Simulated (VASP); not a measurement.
# SiTe4H (P4/mmm) in VASP: relaxation of cell and atoms with PBE

Aim: the relaxation of cell and atoms of SiTe4H with PBE.

All numbers are computed with VASP 6.6.1; they aren't measurements. Logs are shortened: lines on timing, memory, paths and dates and some standing lists are left out, and cuts for length are marked.

## (1) The cell of the first run

The structure is tetragonal, space group P4/mmm (No. 123). The conventional cell has a = 7.621 Å, b = 7.621 Å, c = 3.094 Å, α = 90.00°, β = 90.00°, γ = 90.00°. Si (site symmetry 4/mmm) has 2 Si at 3.09 Å within 4.1 Å. Within 3.2 Å of Te (site symmetry m2m) lie 1 H at 2.39 Å and 3 Te at 2.83 to 3.09 Å. H (site symmetry 4/mmm) has 4 Te at 2.39 Å and 2 H at 3.09 Å within 3.2 Å.

The cell was generated, and may not be a known phase.

## (2) Relaxation of cell and atoms, PBE

File INCAR:

```
PREC = Accurate ; ENCUT = 600
EDIFF = 1E-6 ; ISMEAR = 0
SIGMA = 0.1 ; LREAL = False
LASPH = True ; NELM = 80
ALGO = Normal ; ISIF = 3
LWAVE = False ; LCHARG = False
GGA = PE ; IBRION = 2
NSW = 100 ; EDIFFG = -0.01
```

File KPOINTS:

```
Automatic mesh
0
Gamma
  6 6 12
```

File POSCAR:

```
SiTe4H
1.0
    7.6211353838      0.0000000000      0.0000000000
    0.0000000000      7.6211353838      0.0000000000
    0.0000000000      0.0000000000      3.0941172548
Si Te H
1 4 1
Direct
    0.0000000000      0.0000000000      0.0000000000
    0.1859158958      0.5000000000      0.5000000000
    0.8140841042      0.5000000000      0.5000000000
    0.5000000000      0.8140841042      0.5000000000
    0.5000000000      0.1859158958      0.5000000000
    0.5000000000      0.5000000000      0.5000000000
```

Potentials or basis: VASP PAW PBE potentials, release 64 (Si, Te, H).

Started as:

```console
$ cat potpaw_PBE.64/Si/POTCAR potpaw_PBE.64/Te/POTCAR potpaw_PBE.64/H/POTCAR > POTCAR
$ mpirun -np 1 vasp_std > vasp.out
```

OUTCAR:

```text
PREC = Accurate
   ENCUT = 600
   EDIFF = 1E-6
   ISMEAR = 0
   LREAL = False
   LASPH = True
   NELM = 80
   ISIF = 3
   GGA = PE
   IBRION = 2
   NSW = 100
   EDIFFG = -0.01

 ion  position               nearest neighbor table
   1  0.000  0.000  0.000-
   2  0.186  0.500  0.500-   3 2.83   4 3.39   5 3.39
   3  0.814  0.500  0.500-   2 2.83   4 3.39   5 3.39
   4  0.500  0.814  0.500-   5 2.83   3 3.39   2 3.39
   5  0.500  0.186  0.500-   4 2.83   3 3.39   2 3.39
   6  0.500  0.500  0.500-

  LATTYP: Found a simple tetragonal cell.
 ALAT       =     7.6211353838
 C/A-ratio  =     0.4059916402

  Lattice vectors:

 A1 = (   7.6211353838,   0.0000000000,   0.0000000000)
 A2 = (   0.0000000000,   7.6211353838,   0.0000000000)
 A3 = (   0.0000000000,   0.0000000000,   3.0941172548)

Analysis of symmetry for initial positions (statically):
=====================================================================
 Subroutine PRICEL returns:
 Original cell was already a primitive cell.

 Routine SETGRP: Setting up the symmetry group for a
 simple tetragonal supercell.

 Subroutine GETGRP returns: Found 16 space group operations
 (whereof 16 operations were pure point group operations)
 out of a pool of 16 trial point group operations.

The static configuration has the point symmetry D_4h.

Analysis of symmetry for dynamics (positions and initial velocities):
=====================================================================
 Subroutine PRICEL returns:
 Original cell was already a primitive cell.

 Routine SETGRP: Setting up the symmetry group for a
 simple tetragonal supercell.

 Subroutine GETGRP returns: Found 16 space group operations
 (whereof 16 operations were pure point group operations)
 out of a pool of 16 trial point group operations.

The dynamic configuration has the point symmetry D_4h.

 Subroutine INISYM returns: Found 16 space group operations
 (whereof 16 operations are pure point group operations),
 and found     1 'primitive' translations

----------------------------------------------------------------------------------------

                                     Primitive cell

  volume of cell :     179.7116

  direct lattice vectors                    reciprocal lattice vectors
     7.621135384  0.000000000  0.000000000     0.131214045  0.000000000  0.000000000
     0.000000000  7.621135384  0.000000000     0.000000000  0.131214045  0.000000000
     0.000000000  0.000000000  3.094117255     0.000000000  0.000000000  0.323193957

  length of vectors
     7.621135384  7.621135384  3.094117255     0.131214045  0.131214045  0.323193957

  position of ions in fractional coordinates (direct lattice)
     0.000000000  0.000000000  0.000000000
     0.185915896  0.500000000  0.500000000
     0.814084104  0.500000000  0.500000000
     0.500000000  0.814084104  0.500000000
     0.500000000  0.185915896  0.500000000
     0.500000000  0.500000000  0.500000000

  ion indices of the primitive-cell ions
   primitive index   ion index
                 1           1
                 2           2
                 3           3
                 4           4
                 5           5
                 6           6

----------------------------------------------------------------------------------------

 KPOINTS: Automatic mesh

Automatic generation of k-mesh.
 Grid dimensions read from file:
 generate k-points for:    6    6   12

 Generating k-lattice:

  Cartesian coordinates                     Fractional coordinates (reciprocal lattice)
     0.021869007  0.000000000  0.000000000     0.166666667  0.000000000  0.000000000
     0.000000000  0.021869007  0.000000000     0.000000000  0.166666667  0.000000000
     0.000000000  0.000000000  0.026932830     0.000000000  0.000000000  0.083333333

  Length of vectors
     0.021869007  0.021869007  0.026932830

  Shift w.r.t. Gamma in fractional coordinates (k-lattice)
     0.000000000  0.000000000  0.000000000

 Subroutine IBZKPT returns following result:
 ===========================================

 Found     70 irreducible k-points:

 Following reciprocal coordinates:
            Coordinates               Weight
  0.000000  0.000000  0.000000      1.000000
  0.166667  0.000000  0.000000      4.000000
  0.333333  0.000000  0.000000      4.000000
  0.500000  0.000000  0.000000      2.000000
  0.166667  0.166667  0.000000      4.000000
  0.333333  0.166667  0.000000      8.000000
[... 16 lines left out ...]
  0.333333  0.000000  0.166667      8.000000
  0.500000  0.000000  0.166667      4.000000
 [... further k-points ...]
   k-points           NKPTS =     70   k-points in BZ     NKDIM =     70   number of bands    NBANDS=     18
   number of dos      NEDOS =    301   number of ions     NIONS =      6
   total plane-waves  NPLWV = 114688
   dimension x,y,z NGX =    64 NGY =   64 NGZ =   28
   dimension x,y,z NGXF=   128 NGYF=  128 NGZF=   56
   ions per type =               1   4   1
   NGX,Y,Z   is equivalent  to a cutoff of  13.96, 13.96, 15.04 a.u.
   NGXF,Y,Z  is equivalent  to a cutoff of  27.92, 27.92, 30.09 a.u.
 SYSTEM =  unknown system
   PREC   = accura    normal or accurate (medium, high low for compatibility)
   ISTART =      0    job   : 0-new  1-cont  2-samecut
   ICHARG =      2    charge: 1-file 2-atom 10-const
   ISPIN  =      1    spin polarized calculation?
   LNONCOLLINEAR =      F non collinear calculations
   LSORBIT =      F    spin-orbit coupling
   LASPH  =      T    aspherical Exc in radial PAW
   ENCUT  =  600.0 eV  44.10 Ry    6.64 a.u.  15.22 15.22  6.18*2*pi/ulx,y,z
   NELM   =     80;   NELMIN=  2; NELMDL= -5     # of ELM steps
   EDIFF  = 0.1E-05   stopping-criterion for ELM
   LREAL  =      F    real-space projection
   EDIFFG = -.1E-01   stopping-criterion for IOM
   NSW    =    100    number of steps for IOM
   IBRION =      2    ionic relax: 0-MD 1-quasi-New 2-CG
   NFREE  =      1    steps in history (QN), initial steepest desc. (CG)
   ISIF   =      3    stress and relaxation
   ISYM   =      2    0-nonsym 1-usesym 2-fastsym
   POTIM  = 0.5000    time-step for ionic-motion
   TEBEG  =    0.0;   TEEND  =   0.0 temperature during run
   PSTRESS=    0.0 pullay stress
   NELECT =      29.0000    total number of electrons
   NUPDOWN=      -1.0000    fix difference up-down
   EMIN   =  10.00;   EMAX   =-10.00  energy-range for DOS
   EFERMI =   0.00;   METHOD = LEGACY
   ISMEAR =     0;   SIGMA  =   0.10  broadening in eV -4-tet -1-fermi 0-gaus
   EFERMI_NEDOS =   21; number of points for ismear=-14 and -15
   IALGO  =     38    algorithm
   IMIX   =      4    mixing-type and parameters
     AMIX     =   0.40;   BMIX     =  1.00
     AMIX_MAG =   1.60;   BMIX_MAG =  1.00
  volume/ion in A,a.u.               =      29.95       202.13
  Fermi-wavevector in a.u.,A,eV,Ry     =   0.891283  1.684280 10.808261  0.794385
  Thomas-Fermi vector in A             =   2.013083
   LORBIT       =      0    0 simple, 1 ext, 2 COOP (PROOUT), +10 PAW based schemes
   GGA     = PE    functional components
   LHFCALC =     F    Hartree Fock is set to
   AEXX    =    0.0000 exact exchange contribution
   IVDW    =     0    specifies the selected vdW correction
   LEPSILON=     F    determine dielectric tensor
   LRPA    =     F    only Hartree local field effects (RPA)
 conjugate gradient relaxation of ions
 non-spin polarized calculation
 Gauss-broadening in eV      SIGMA  =   0.10
  energy-cutoff  :      600.00
  volume of cell :      179.71
 maximum number of plane-waves:      6052
 NGX is ok and might be reduce to    64
   NGX = 31   NGY = 31   NGZ = 13

--------------------------------------- Ionic step        1  -------------------------------------------

 number of electron      28.9999999 magnetization

 Free energy of the ion-electron system (eV)
  ---------------------------------------------------
  ext. energy  EPLUGINS =         0.00000000
  ---------------------------------------------------
  free energy    TOTEN  =       -16.77028909 eV

  energy without entropy =      -16.75182207  energy(sigma->0) =      -16.76105558

------------------------ aborting loop because EDIFF is reached ----------------------------------------

  FORCE on cell =-STRESS in cart. coord.  units (eV):
  Direction    XX          YY          ZZ          XY          YZ          ZX
  --------------------------------------------------------------------------------------
  -------------------------------------------------------------------------------------
  Total        0.1523782      0.1523782     -1.7428986      0.0000000      0.0000000      0.0000000
  in kB        1.3584924      1.3584924    -15.5384102      0.0000000      0.0000000      0.0000000
  external PRESSURE =      -4.2738085 kB  Pullay stress =       0.0000000 kB

 VOLUME and BASIS-vectors are now :
 -----------------------------------------------------------------------------
  energy-cutoff  :      600.00
  volume of cell :      179.71
      direct lattice vectors                 reciprocal lattice vectors
     7.621135384  0.000000000  0.000000000     0.131214045  0.000000000  0.000000000
     0.000000000  7.621135384  0.000000000     0.000000000  0.131214045  0.000000000
     0.000000000  0.000000000  3.094117255     0.000000000  0.000000000  0.323193957
[... 201 lines left out ...]
 POSITION                                       TOTAL-FORCE (eV/Angst)
 -----------------------------------------------------------------------------------
      0.00000      7.64909      0.00000        -0.000000     -0.000000      0.000000
      1.44641      3.82455      1.52132         0.013728     -0.000000      0.000000
      6.20268      3.82455      1.52132        -0.013728      0.000000     -0.000000
      3.82455      6.20268      1.52132         0.000000     -0.013728     -0.000000
      3.82455      1.44641      1.52132        -0.000000      0.013728      0.000000
      3.82455      3.82455      1.52132        -0.000000      0.000000      0.000000
 -----------------------------------------------------------------------------------
    total drift:                                0.000000     -0.000000     -0.000000

  FREE ENERGIE OF THE ION-ELECTRON SYSTEM (eV)
  ---------------------------------------------------
  free  energy   TOTEN  =       -16.7971646343 eV

  energy  without entropy=      -16.7752213318  energy(sigma->0) =      -16.78619298

--------------------------------------- Ionic step        7  -------------------------------------------

 number of electron      29.0000001 magnetization

 Free energy of the ion-electron system (eV)
  ---------------------------------------------------
  ext. energy  EPLUGINS =         0.00000000
  ---------------------------------------------------
  free energy    TOTEN  =       -16.79729692 eV

  energy without entropy =      -16.77552433  energy(sigma->0) =      -16.78641063

 E-fermi :   4.8060     XC(G=0):  -8.7422

 val. band max:        4.7925820927   @ k =   0.5000   0.5000   0.2500
 cond. band min:       4.8098023843   @ k =   0.5000   0.1667   0.0000
 fundamental gap:      0.0172202916
 Fermi energy:         4.8059869418

 k-point     1 :       0.0000    0.0000    0.0000
  band No.  band energies     occupation
      1      -8.7705      2.00000
      2      -7.7460      2.00000
      3      -6.7144      2.00000
      4      -6.7144      2.00000
      5      -2.8407      2.00000
      6      -2.2044      2.00000
[... 10 lines left out ...]
     17       7.3547      0.00000
     18       8.2037      0.00000
[... 463 lines left out ...]
 k-point    24 :       0.5000    0.0000    0.1667
  band No.  band energies     occupation
      1      -8.1090      2.00000
      2      -7.8070      2.00000
      3      -6.3117      2.00000
      4      -6.2149      2.00000
      5      -2.4147      2.00000
      6      -0.9615      2.00000
[... 10 lines left out ...]
     17       5.5271      0.00000
     18       6.1207      0.00000

 [... further k-points ...]

------------------------ aborting loop because EDIFF is reached ----------------------------------------

  FORCE on cell =-STRESS in cart. coord.  units (eV):
  Direction    XX          YY          ZZ          XY          YZ          ZX
  --------------------------------------------------------------------------------------
  -------------------------------------------------------------------------------------
  Total       -0.0560270     -0.0560270      0.0104648      0.0000000      0.0000000      0.0000000
  in kB       -0.5048817     -0.5048817      0.0943028      0.0000000      0.0000000      0.0000000
  external PRESSURE =      -0.3051535 kB  Pullay stress =       0.0000000 kB

 VOLUME and BASIS-vectors are now :
 -----------------------------------------------------------------------------
  energy-cutoff  :      600.00
  volume of cell :      177.79
      direct lattice vectors                 reciprocal lattice vectors
     7.644152688 -0.000000000  0.000000000     0.130818946  0.000000000  0.000000000
     0.000000000  7.644152688  0.000000000     0.000000000  0.130818946  0.000000000
    -0.000000000 -0.000000000  3.042702370    -0.000000000  0.000000000  0.328655214

 POSITION                                       TOTAL-FORCE (eV/Angst)
 -----------------------------------------------------------------------------------
      0.00000     -0.00000      0.00000         0.000000     -0.000000      0.000000
      1.44659      3.82208      1.52135         0.005204     -0.000000      0.000000
      6.19756      3.82208      1.52135        -0.005204      0.000000     -0.000000
      3.82208      6.19756      1.52135        -0.000000     -0.005204      0.000000
      3.82208      1.44659      1.52135         0.000000      0.005204     -0.000000
      3.82208      3.82208      1.52135         0.000000      0.000000      0.000000
 -----------------------------------------------------------------------------------
    total drift:                               -0.000000      0.000000     -0.000000

  FREE ENERGIE OF THE ION-ELECTRON SYSTEM (eV)
  ---------------------------------------------------
  free  energy   TOTEN  =       -16.7972969220 eV

  energy  without entropy=      -16.7755243311  energy(sigma->0) =      -16.78641063

 reached required accuracy - stopping structural energy minimisation
```

It took 8.9 min on 1 thread of AMD EPYC 9R45 (Zen 5), shared host; peak memory 0.52 GiB.

Results:

```
Free energy                           : -16.7973 eV
Relaxed volume                        : 29.63 Å³/atom
Relaxed cell                          : a = 7.644 Å, b = 7.644 Å, c = 3.043 Å, α = 90.00°, β = 90.00°, γ = 90.00°
Space group after relaxing (to 0.1 Å) : P4/mmm (No. 123)
Energy gained by relaxing             : 4.5 meV/atom
Ionic steps                           : 7
Pressure after relaxing               : 0.0 GPa
Largest force after relaxing          : 0.005 eV/Å
Band gap on the k mesh                : zero (an odd number of electrons rules out a gap without spin polarisation)
```

Forces on the atoms (eV/Å):
```
Si   0.000  0.000  0.000
Te   0.005  0.000  0.000
Te  -0.005  0.000  0.000
Te   0.000 -0.005  0.000
Te   0.000  0.005  0.000
H    0.000  0.000  0.000
```

The path:
| step | energy change (eV) | largest force (eV/Å) | pressure (GPa) | volume (Å³) |
| --- | --- | --- | --- | --- |
| 1 | 0.0000 | 0.2689 | -0.43 | 179.71 |
| 2 | -0.0234 | 0.1343 | 0.05 | 177.63 |
| 3 | -0.0248 | 0.0995 | 0.20 | 177.01 |
| 4 | -0.0248 | 0.0942 | 0.24 | 176.92 |
| 5 | -0.0269 | 0.0216 | -0.03 | 177.91 |
| 6 | -0.0269 | 0.0137 | -0.06 | 178.02 |
| 7 | -0.0270 | 0.0052 | -0.03 | 177.79 |

Final structure:
```cif
data_structure
_symmetry_space_group_name_H-M 'P 1'
_symmetry_Int_Tables_number 1
_cell_length_a 7.6442
_cell_length_b 7.6442
_cell_length_c 3.0427
_cell_angle_alpha 90.000
_cell_angle_beta 90.000
_cell_angle_gamma 90.000
_cell_volume 177.79
loop_
_atom_site_label
_atom_site_type_symbol
_atom_site_fract_x
_atom_site_fract_y
_atom_site_fract_z
_atom_site_occupancy
Si1 Si 0.00000 0.00000 0.00000 1
Te1 Te 0.18924 0.50000 0.50000 1
Te2 Te 0.81076 0.50000 0.50000 1
Te3 Te 0.50000 0.81076 0.50000 1
Te4 Te 0.50000 0.18924 0.50000 1
H1 H 0.50000 0.50000 0.50000 1
```

Caveat: spin-orbit coupling is left out, which moves the levels of the heavy elements; an odd number of electrons without spin polarisation forces a metal; a magnetic or distorted state may lie lower.
